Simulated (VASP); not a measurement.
# SrLi2Cr4Sn (I-42m) in VASP: single point with LDA+U

Aim: the single point of SrLi2Cr4Sn with LDA+U.

Everything below comes from runs of VASP 6.6.1. Logs are shortened: lines on timing, memory, paths and dates and some standing lists are left out, and cuts for length are marked.

### 1 The cell of the first run

The structure is tetragonal, space group I-42m (No. 121). Conventional cell: a = 6.092 Å, b = 6.092 Å, c = 7.243 Å, α = 90.00°, β = 90.00°, γ = 90.00°. Within 2.9 Å of Sn (site symmetry -42m) lie 4 Cr at 2.17 Å. Sr (site symmetry -42m) has 8 Cr at 2.82 to 2.97 Å and 8 Li at 3.54 Å and 2 Sn at 3.62 Å within 3.7 Å. Li (site symmetry -4) has 4 Cr at 2.26 Å within 3.0 Å. Cr (site symmetry m) has 1 Sn at 2.17 Å and 2 Li at 2.26 Å and 1 Sr at 2.82 Å within 2.9 Å.

### 2 Single point, LDA+U

Contents of INCAR:

```
SYSTEM = SrLi2Cr4Sn
ALGO = Normal
EDIFF = 1E-6
ENCUT = 520
ISIF = 2
ISMEAR = -5
LASPH = .True.
LCHARG = .False.
LDAU = .True.
LDAUJ = 0 0 0 0
LDAUL = -1 -1 -1 2
LDAUPRINT = 1
LDAUTYPE = 2
LDAUU = 0 0 0 1.91
LMAXMIX = 4
LREAL = .False.
LWAVE = .False.
NBANDS = 49
NELM = 150
PREC = Accurate
SIGMA = 0.1
```

Contents of KPOINTS:

```
k-points
0
Gamma
  4 4 4
  0 0 0
```

Contents of POSCAR:

```
SrLi2Cr4Sn
1.0
   -3.0457540000      3.0457540000      3.6216070000
    3.0457540000     -3.0457540000      3.6216070000
    3.0457540000      3.0457540000     -3.6216070000
Sn Sr Li Cr
1 1 2 4
Direct
    0.0000000000      0.0000000000      0.0000000000
    0.5000000000      0.5000000000      0.0000000000
    0.2500000000      0.7500000000      0.5000000000
    0.7500000000      0.2500000000      0.5000000000
    0.0352600000      0.0352600000      0.4132000000
    0.9647400000      0.3779400000      0.0000000000
    0.6220600000      0.6220600000      0.5868000000
    0.3779400000      0.9647400000      0.0000000000
```

Potentials or basis: VASP PAW LDA potentials, release 64 (Sn_d, Sr_sv, Li_sv, Cr_pv).

On the command line:

```sh
cat potpaw_LDA.64/Sn_d/POTCAR potpaw_LDA.64/Sr_sv/POTCAR potpaw_LDA.64/Li_sv/POTCAR potpaw_LDA.64/Cr_pv/POTCAR > POTCAR
mpirun -np 1 vasp_std > vasp.out
```

OUTCAR:

```text
SYSTEM = SrLi2Cr4Sn
   EDIFF = 1E-6
   ENCUT = 520
   ISIF = 2
   ISMEAR = -5
   LASPH = .True.
   LREAL = .False.
   NELM = 150
   PREC = Accurate

 ion  position               nearest neighbor table
   1  0.000  0.000  0.000-   5 2.17   6 2.17   7 2.17   8 2.17   2 3.62   2 3.62   2 4.31   2 4.31
                             2 4.31   2 4.31
   2  0.500  0.500  0.000-   7 2.82   6 2.82   8 2.82   5 2.82   5 2.97   7 2.97   8 2.97   6 2.97
                             4 3.54   3 3.54   3 3.54   4 3.54   3 3.54   3 3.54   4 3.54   4 3.54
   3  0.250  0.750  0.500-   5 2.26   7 2.26   8 2.26   6 2.26   2 3.54   2 3.54   2 3.54   2 3.54

   4  0.750  0.250  0.500-   5 2.26   6 2.26   7 2.26   8 2.26   2 3.54   2 3.54   2 3.54   2 3.54

   5  0.035  0.035  0.413-   1 2.17   3 2.26   4 2.26   2 2.82   2 2.97
   6  0.965  0.378  0.000-   1 2.17   3 2.26   4 2.26   2 2.82   2 2.97
   7  0.622  0.622  0.587-   1 2.17   3 2.26   4 2.26   2 2.82   2 2.97
   8  0.378  0.965  0.000-   1 2.17   4 2.26   3 2.26   2 2.82   2 2.97

  LATTYP: Found a body centered tetragonal cell.
 ALAT       =     6.0915080000
 C/A-ratio  =     1.1890674690

  Lattice vectors:

 A1 = (  -3.0457540000,   3.0457540000,   3.6216070000)
 A2 = (   3.0457540000,  -3.0457540000,   3.6216070000)
 A3 = (   3.0457540000,   3.0457540000,  -3.6216070000)

Analysis of symmetry for initial positions (statically):
=====================================================================
 Subroutine PRICEL returns:
 Original cell was already a primitive cell.

 Routine SETGRP: Setting up the symmetry group for a
 body centered tetragonal supercell.

 Subroutine GETGRP returns: Found  8 space group operations
 (whereof  8 operations were pure point group operations)
 out of a pool of 16 trial point group operations.

The static configuration has the point symmetry D_2d.

Analysis of symmetry for dynamics (positions and initial velocities):
=====================================================================
 Subroutine PRICEL returns:
 Original cell was already a primitive cell.

 Routine SETGRP: Setting up the symmetry group for a
 body centered tetragonal supercell.

 Subroutine GETGRP returns: Found  8 space group operations
 (whereof  8 operations were pure point group operations)
 out of a pool of 16 trial point group operations.

The dynamic configuration has the point symmetry D_2d.

 Subroutine INISYM returns: Found  8 space group operations
 (whereof  8 operations are pure point group operations),
 and found     1 'primitive' translations

----------------------------------------------------------------------------------------

                                     Primitive cell

  volume of cell :     134.3851

  direct lattice vectors                    reciprocal lattice vectors
    -3.045754000  3.045754000  3.621607000     0.000000000  0.164162963  0.138060259
     3.045754000 -3.045754000  3.621607000     0.164162963  0.000000000  0.138060259
     3.045754000  3.045754000 -3.621607000     0.164162963  0.164162963  0.000000000

  length of vectors
     5.627545835  5.627545835  5.627545835     0.214499682  0.214499682  0.232161488

  position of ions in fractional coordinates (direct lattice)
     0.000000000  0.000000000  0.000000000
     0.500000000  0.500000000  0.000000000
     0.250000000  0.750000000  0.500000000
     0.750000000  0.250000000  0.500000000
     0.035260000  0.035260000  0.413200000
     0.964740000  0.377940000  0.000000000
     0.622060000  0.622060000  0.586800000
     0.377940000  0.964740000  0.000000000

  ion indices of the primitive-cell ions
   primitive index   ion index
                 1           1
[... 54 lines left out ...]
   dimension x,y,z NGX =    42 NGY =   42 NGZ =   42
   dimension x,y,z NGXF=    84 NGYF=   84 NGZF=   84
   ions per type =               1   1   2   4
   NGX,Y,Z   is equivalent  to a cutoff of  12.41, 12.41, 12.41 a.u.
   NGXF,Y,Z  is equivalent  to a cutoff of  24.81, 24.81, 24.81 a.u.
 SYSTEM =  SrLi2Cr4Sn
   PREC   = accura    normal or accurate (medium, high low for compatibility)
   ISTART =      0    job   : 0-new  1-cont  2-samecut
   ICHARG =      2    charge: 1-file 2-atom 10-const
   ISPIN  =      1    spin polarized calculation?
   LNONCOLLINEAR =      F non collinear calculations
   LSORBIT =      F    spin-orbit coupling
   LASPH  =      T    aspherical Exc in radial PAW
   ENCUT  =  520.0 eV  38.22 Ry    6.18 a.u.  10.46 10.46 10.46*2*pi/ulx,y,z
   NELM   =    150;   NELMIN=  2; NELMDL= -5     # of ELM steps
   EDIFF  = 0.1E-05   stopping-criterion for ELM
   LREAL  =      F    real-space projection
   EDIFFG = 0.1E-04   stopping-criterion for IOM
   NSW    =      0    number of steps for IOM
   IBRION =     -1    ionic relax: 0-MD 1-quasi-New 2-CG
   NFREE  =      0    steps in history (QN), initial steepest desc. (CG)
   ISIF   =      2    stress and relaxation
   ISYM   =      2    0-nonsym 1-usesym 2-fastsym
   POTIM  = 0.5000    time-step for ionic-motion
   TEBEG  =    0.0;   TEEND  =   0.0 temperature during run
   PSTRESS=    0.0 pullay stress
   NELECT =      78.0000    total number of electrons
   NUPDOWN=      -1.0000    fix difference up-down
   EMIN   =  10.00;   EMAX   =-10.00  energy-range for DOS
   EFERMI =   0.00;   METHOD = LEGACY
   ISMEAR =    -5;   SIGMA  =   0.10  broadening in eV -4-tet -1-fermi 0-gaus
   EFERMI_NEDOS =   21; number of points for ismear=-14 and -15
   IALGO  =     38    algorithm
   IMIX   =      4    mixing-type and parameters
     AMIX     =   0.40;   BMIX     =  1.00
     AMIX_MAG =   1.60;   BMIX_MAG =  1.00
  volume/ion in A,a.u.               =      16.80       113.36
  Fermi-wavevector in a.u.,A,eV,Ry     =   1.365597  2.580605 25.372913  1.864857
  Thomas-Fermi vector in A             =   2.491812
   LORBIT       =      0    0 simple, 1 ext, 2 COOP (PROOUT), +10 PAW based schemes
 LDA+U is selected, type is set to LDAUTYPE =  2
   angular momentum for each species LDAUL =    -1   -1   -1    2
   U (eV)           for each species LDAUU =   0.0  0.0  0.0  1.9
   J (eV)           for each species LDAUJ =   0.0  0.0  0.0  0.0
   GGA     = CA    functional components
   LHFCALC =     F    Hartree Fock is set to
   AEXX    =    0.0000 exact exchange contribution
   IVDW    =     0    specifies the selected vdW correction
   LEPSILON=     F    determine dielectric tensor
   LRPA    =     F    only Hartree local field effects (RPA)
 non-spin polarized calculation
 Fermi weights with tetrahedron method with Bloechl corrections
  energy-cutoff  :      520.00
  volume of cell :      134.39
 maximum number of plane-waves:      3641
 NGX is ok and might be reduce to    42
   NGX = 21   NGY = 21   NGZ = 21

atom =   5  type =  4  l = 2

 onsite density matrix

spin component  1
[... 116 lines left out ...]
  o =  0.2979  v = -0.4202 -0.0930 -0.8979  0.0930  0.0000  0.0000  0.0000  0.0000  0.0000  0.0000      0.0000  0.0000  0.0000  0.0000  0.0000  0.0000  0.0000  0.0000  0.0000  0.0000
  o =  0.2979  v =  0.0000  0.0000  0.0000  0.0000  0.0000 -0.4202 -0.0930 -0.8979  0.0930  0.0000      0.0000  0.0000  0.0000  0.0000  0.0000  0.0000  0.0000  0.0000  0.0000  0.0000
  o =  0.3316  v =  0.0000 -0.7054 -0.0000 -0.7054  0.0692  0.0000  0.0000  0.0000  0.0000  0.0000      0.0000  0.0000  0.0000  0.0000  0.0000  0.0000  0.0000  0.0000  0.0000  0.0000
  o =  0.3316  v =  0.0000  0.0000  0.0000  0.0000  0.0000  0.0000 -0.7054 -0.0000 -0.7054  0.0692      0.0000  0.0000  0.0000  0.0000  0.0000  0.0000  0.0000  0.0000  0.0000  0.0000
  o =  0.4008  v =  0.0000  0.0489  0.0000  0.0489  0.9976  0.0000  0.0000  0.0000  0.0000  0.0000      0.0000  0.0000  0.0000  0.0000  0.0000  0.0000  0.0000  0.0000  0.0000  0.0000
  o =  0.4008  v =  0.0000  0.0000  0.0000  0.0000  0.0000  0.0000  0.0489  0.0000  0.0489  0.9976      0.0000  0.0000  0.0000  0.0000  0.0000  0.0000  0.0000  0.0000  0.0000  0.0000
  o =  0.5277  v =  0.0000  0.0000  0.0000  0.0000  0.0000 -0.7845 -0.3144  0.4323  0.3144 -0.0000      0.0000  0.0000  0.0000  0.0000  0.0000  0.0000  0.0000  0.0000  0.0000  0.0000
  o =  0.5277  v = -0.7845 -0.3144  0.4323  0.3144 -0.0000  0.0000  0.0000  0.0000  0.0000  0.0000      0.0000  0.0000  0.0000  0.0000  0.0000  0.0000  0.0000  0.0000  0.0000  0.0000
  o =  0.6387  v = -0.4561  0.6265  0.0836 -0.6265  0.0000  0.0000  0.0000  0.0000  0.0000  0.0000      0.0000  0.0000  0.0000  0.0000  0.0000  0.0000  0.0000  0.0000  0.0000  0.0000
  o =  0.6387  v =  0.0000  0.0000  0.0000  0.0000  0.0000 -0.4561  0.6265  0.0836 -0.6265  0.0000      0.0000  0.0000  0.0000  0.0000  0.0000  0.0000  0.0000  0.0000  0.0000  0.0000

 number of electron      77.9999987 magnetization

 Free energy of the ion-electron system (eV)
  ---------------------------------------------------
  ext. energy  EPLUGINS =         0.00000000
  ---------------------------------------------------
  free energy    TOTEN  =       -24.52809260 eV

  energy without entropy =      -24.52809260  energy(sigma->0) =      -24.52809260

 E-fermi :   5.8328     XC(G=0): -10.9913

 val. band max:        5.8405437366   @ k =   0.5000   0.5000   0.2500
 cond. band min:       5.7760040407   @ k =   0.0000   0.0000   0.0000
 fundamental gap:     -0.0645396959
 Fermi energy:         5.8327823673

 k-point     1 :       0.0000    0.0000    0.0000
  band No.  band energies     occupation
      1     -38.2540      2.00000
      2     -38.2170      2.00000
      3     -36.5463      2.00000
      4     -36.5463      2.00000
      5     -36.5433      2.00000
      6     -36.5372      2.00000
[... 665 lines left out ...]
     48       7.3058      0.00000
     49       7.3058      0.00000

------------------------ aborting loop because EDIFF is reached ----------------------------------------

  FORCE on cell =-STRESS in cart. coord.  units (eV):
  Direction    XX          YY          ZZ          XY          YZ          ZX
  --------------------------------------------------------------------------------------
  -------------------------------------------------------------------------------------
  Total       17.3177384     17.3177384      7.7363848      0.0000000     -0.0000000      0.0000000
  in kB      206.4670723    206.4670723     92.2354111      0.0000000     -0.0000000      0.0000000
  external PRESSURE =     168.3898519 kB  Pullay stress =       0.0000000 kB

 VOLUME and BASIS-vectors are now :
 -----------------------------------------------------------------------------
  energy-cutoff  :      520.00
  volume of cell :      134.39
      direct lattice vectors                 reciprocal lattice vectors
    -3.045754000  3.045754000  3.621607000     0.000000000  0.164162963  0.138060259
     3.045754000 -3.045754000  3.621607000     0.164162963  0.000000000  0.138060259
     3.045754000  3.045754000 -3.621607000     0.164162963  0.164162963  0.000000000

 POSITION                                       TOTAL-FORCE (eV/Angst)
 -----------------------------------------------------------------------------------
      0.00000      0.00000      0.00000         0.000000     -0.000000      0.000000
      0.00000      0.00000      3.62161         0.000000     -0.000000      0.000000
      3.04575      0.00000      1.81080         0.000000     -0.000000      0.000000
      0.00000      3.04575      1.81080         0.000000     -0.000000      0.000000
      1.25851      1.25851     -1.24105         3.137260      3.137260     -3.756359
     -1.78725      1.78725      4.86266         3.137260     -3.137260      3.756359
      1.78725      1.78725      2.38055        -3.137260     -3.137260     -3.756359
      1.78725     -1.78725      4.86266        -3.137260      3.137260      3.756359
 -----------------------------------------------------------------------------------
    total drift:                                0.000002      0.000002      0.000001

  FREE ENERGIE OF THE ION-ELECTRON SYSTEM (eV)
  ---------------------------------------------------
  free  energy   TOTEN  =       -24.5280925988 eV

  energy  without entropy=      -24.5280925988  energy(sigma->0) =      -24.52809260
```

Run time: 2.6 min. Hardware: 1 thread of AMD EPYC 7R43 (Zen 3), shared host; peak memory 0.23 GiB.

What came out:

```
Free energy            : -24.5281 eV
Largest force          : 5.813 eV/Å
Band gap on the k mesh : zero (band 39 reaches 5.87 eV, above the bottom of band 40 at 5.65 eV)
```

Forces in eV/Å, atoms in the order of the input:
```
Sn   0.000  0.000  0.000
Sr   0.000  0.000  0.000
Li   0.000  0.000  0.000
Li   0.000  0.000  0.000
Cr   3.137  3.137 -3.756
Cr   3.137 -3.137  3.756
Cr  -3.137 -3.137 -3.756
Cr  -3.137  3.137  3.756
```

Eigenvalues of the final occupation matrices:
```tsv
site	spin	trace	eigenvalues
site 5 d	1	2.20	0.30 0.33 0.40 0.53 0.64
site 5 d	2	2.20	0.30 0.33 0.40 0.53 0.64
site 6 d	1	2.20	0.30 0.33 0.40 0.53 0.64
site 6 d	2	2.20	0.30 0.33 0.40 0.53 0.64
site 7 d	1	2.20	0.30 0.33 0.40 0.53 0.64
site 7 d	2	2.20	0.30 0.33 0.40 0.53 0.64
site 8 d	1	2.20	0.30 0.33 0.40 0.53 0.64
site 8 d	2	2.20	0.30 0.33 0.40 0.53 0.64
```

Caveat: the k points lie up to 0.36 Å⁻¹ apart; the cutoff is under 1.25 times the usual one of these potentials, so pressure, stress and relaxed cells hold a basis-set (Pulay) error; spin-orbit coupling is left out, which moves the levels of the heavy elements; U without spin polarisation on a metal has little footing; the U is typed as a test and isn't derived for this compound; forces of over 1 eV/Å act on the atoms, so gaps and moduli don't describe the material at rest; tetrahedron occupations give inexact forces and stress in metals. Spin polarisation is off, so any magnetic state and its effect on volume and gap are missing.
